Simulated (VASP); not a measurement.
Input of a VASP 6.6.1 run:

Contents of INCAR:

```
  PREC = Accurate
  ENCUT = 500
  EDIFF = 1E-6
  ISMEAR = 0
  SIGMA = 0.1
  LREAL = F
  LASPH = T
  NELM = 120
  ALGO = Normal
  ISIF = 2
  LWAVE = F
  LCHARG = F
  GGA = PE
  NBANDS = 15
  GGA_COMPAT = F
```

File KPOINTS:

```
Automatic mesh
0
Gamma
  4 4 4
```

Contents of POSCAR:

```
BaTe
1.0
    0.0000000000      3.5929200529      3.5929200529
    3.5929200529      0.0000000000      3.5929200529
    3.5929200529      3.5929200529      0.0000000000
Ba Te
1 1
Direct
    0.0000000000      0.0000000000      0.0000000000
    0.5000000000      0.5000000000      0.5000000000
```

Potentials or basis: VASP PAW PBE potentials, release 64 (Ba_sv, Te).

The run is started by

```bash
$ cat potpaw_PBE.64/Ba_sv/POTCAR potpaw_PBE.64/Te/POTCAR > POTCAR
$ mpirun -np 1 vasp_std > vasp.out
```

Q: Estimate the band gap on the k mesh.

A: 1.67 eV, indirect (least direct gap 2.05 eV).

Q: Predict the pressure.

A: -1.0 GPa.

Caveat: the cell differs from its parent crystal (Mg replaced by Ba, lengths x 1.159, strained); spin-orbit coupling is left out, which moves the levels of the heavy elements. A k mesh can miss the band edges.
